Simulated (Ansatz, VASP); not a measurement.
**TiO2: VASP beside Ansatz**

File POSCAR:

```
TiO2
1.0
    4.7347590988      0.0000000000      0.0000000000
    0.0000000000      4.7347590988      0.0000000000
    0.0000000000      0.0000000000      2.9049116111
Ti O
2 4
Direct
    0.0000000000      0.0000000000      0.0000000000
    0.5000000000      0.5000000000      0.5000000000
    0.3068151293      0.3068151293      0.0000000000
    0.1931848707      0.8068151293      0.5000000000
    0.8068151293      0.1931848707      0.5000000000
    0.6931848707      0.6931848707      0.0000000000
```

Contents of INCAR.step1:

```
SYSTEM = TiO2
PREC = Accurate
ENCUT = 520
ISMEAR = 0
SIGMA = 0.01
LREAL = .False.
LASPH = .True.
NELM = 60
NBANDS = 33
GGA = PE
ALGO = Normal
EDIFF = 1E-4
LWAVE = .True.
LCHARG = .False.
```

The input INCAR.step2:

```
SYSTEM = TiO2
PREC = Accurate
ENCUT = 520
EDIFF = 1E-7
ISMEAR = 0
SIGMA = 0.01
LREAL = .False.
LASPH = .True.
NELM = 60
ALGO = Normal
ISIF = 2
LWAVE = .False.
LCHARG = .True.
METAGGA = R2SCAN
LMIXTAU = .True.
LELF = .True.
LVHAR = .True.
NBANDS = 33
ISTART = 1
```

Contents of KPOINTS:

```
Automatic mesh
0
Gamma
  6 6 8
  0 0 0
```

Input for Ansatz:

```yaml
crystal:
  lattice:
    - [4.7347590988, 0.0, 0.0]
    - [0.0, 4.7347590988, 0.0]
    - [0.0, 0.0, 2.9049116111]
  atoms:
    - { symbol: Ti, position: [0.0, 0.0, 0.0] }
    - { symbol: Ti, position: [0.5, 0.5, 0.5] }
    - { symbol: O, position: [0.3068151293, 0.3068151293, 0.0] }
    - { symbol: O, position: [0.1931848707, 0.8068151293, 0.5] }
    - { symbol: O, position: [0.8068151293, 0.1931848707, 0.5] }
    - { symbol: O, position: [0.6931848707, 0.6931848707, 0.0] }
kpoints:
  mp_grid: { grid: [6, 6, 8] }
  band_path:
    path:
      - [0.0, 0.0, 0.0]
      - [0.0, 0.5, 0.0]
      - [0.5, 0.5, 0.0]
      - [0.0, 0.0, 0.5]
      - [0.0, 0.5, 0.5]
      - [0.5, 0.5, 0.5]
      - [-0.0625, -0.0625, 0.0]
    npoints: 1
hamiltonian:
  xc: r2scan
scf:
  occupations: { method: fixed }
  n_extra_bands: 5
output:
  forces: true
  stress: true
  eigenvalues: true
```

Change from the starting cell: epitaxial_xy strain +3.0%.

Alike in both runs: task single point; functional r2SCAN; k mesh 6 × 6 × 8; no spin polarisation.

```csv
,VASP,Ansatz
version,VASP 6.6.1,Ansatz 0.2.0
potentials or method,"VASP PAW PBE potentials, release 64 (Ti_sv, O)","plane waves, PAW"
plane-wave cutoff (eV),520,500
occupations,"gaussian, width 0.01 eV",fixed
valence electrons in the cell,48,48
```

|  | VASP | Ansatz | Ansatz less VASP |
| --- | --- | --- | --- |
| gap on the k mesh at the Fermi level (eV) | 2.31 | 2.30 | -0.010 |
| pressure (GPa) | -5.6 | -6.7 | -1.13 |
| traceless stress, the component that is largest in VASP (GPa) | 7.26 | 6.69 | -0.567 |
| rms of the force components (eV/Å) | 0.030 | 0.002 | -0.0275 |

VASP's potentials were made for PBE, not for r2SCAN. Atom by atom the forces differ by 0.028 eV/Å (rms over components).
